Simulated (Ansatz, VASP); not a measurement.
## SiO2: VASP beside Ansatz

The input INCAR:

```
PREC = Accurate
ENCUT = 520
EDIFF = 1E-6
ISMEAR = 0
SIGMA = 0.01
LREAL = False
LASPH = True
NELM = 60
ALGO = Normal
ISIF = 2
LWAVE = False
LCHARG = True
GGA = PE
LELF = True
LVHAR = True
NBANDS = 44
```

The input KPOINTS:

```
Automatic mesh
0
Gamma
  4 4 4
```

The input POSCAR:

```
SiO2
1.0
    5.1340370496      0.0000000000      0.0000000000
    0.0000000000      5.1340370496      0.0000000000
    0.0000000000      0.0000000000      7.1711867062
Si O
4 8
Direct
    0.2938575670      0.2938575670      0.0000000000
    0.2061424330      0.7938575670      0.2500000000
    0.7061424330      0.7061424330      0.5000000000
    0.7938575670      0.2061424330      0.7500000000
    0.2411800963      0.0934526078      0.1742257711
    0.4065473922      0.7411800963      0.4242257711
    0.7588199037      0.9065473922      0.6742257711
    0.5934526078      0.2588199037      0.9242257711
    0.7411800963      0.4065473922      0.5757742289
    0.9065473922      0.7588199037      0.3257742289
    0.2588199037      0.5934526078      0.0757742289
    0.0934526078      0.2411800963      0.8257742289
```

Input for Ansatz:

```yaml
crystal:
  lattice:
    - [5.1340370496, 0.0, 0.0]
    - [0.0, 5.1340370496, 0.0]
    - [0.0, 0.0, 7.1711867062]
  atoms:
    - { symbol: Si, position: [0.293857567, 0.293857567, 0.0] }
    - { symbol: Si, position: [0.206142433, 0.793857567, 0.25] }
    - { symbol: Si, position: [0.706142433, 0.706142433, 0.5] }
    - { symbol: Si, position: [0.793857567, 0.206142433, 0.75] }
    - { symbol: O, position: [0.2411800963, 0.0934526078, 0.1742257711] }
    - { symbol: O, position: [0.4065473922, 0.7411800963, 0.4242257711] }
    - { symbol: O, position: [0.7588199037, 0.9065473922, 0.6742257711] }
    - { symbol: O, position: [0.5934526078, 0.2588199037, 0.9242257711] }
    - { symbol: O, position: [0.7411800963, 0.4065473922, 0.5757742289] }
    - { symbol: O, position: [0.9065473922, 0.7588199037, 0.3257742289] }
    - { symbol: O, position: [0.2588199037, 0.5934526078, 0.0757742289] }
    - { symbol: O, position: [0.0934526078, 0.2411800963, 0.8257742289] }
kpoints:
  mp_grid: { grid: [4, 4, 4] }
hamiltonian:
  xc: pbe
scf:
  occupations: { method: fixed }
  n_extra_bands: 7
output:
  forces: true
  stress: true
  eigenvalues: true
```

Alike in both runs: task single point; functional PBE; k mesh 4 × 4 × 4; no spin polarisation.

|  | VASP | Ansatz |
| --- | --- | --- |
| version | VASP 6.6.1 | Ansatz 0.2.0 |
| potentials or method | VASP PAW PBE potentials, release 64 (Si, O) | plane waves, PAW |
| plane-wave cutoff (eV) | 520 | 420 |
| occupations | gaussian, width 0.01 eV | fixed |
| valence electrons in the cell | 64 | 64 |

|  | VASP | Ansatz | Ansatz less VASP |
| --- | --- | --- | --- |
| gap on the k mesh at the Fermi level (eV) | 5.32 | 5.32 | +0.001 |
| pressure (GPa) | -4.3 | -4.4 | -0.05 |
| rms of the force components (eV/Å) | 0.124 | 0.121 | -0.0031 |

Atom by atom the forces differ by 0.008 eV/Å (rms over components).
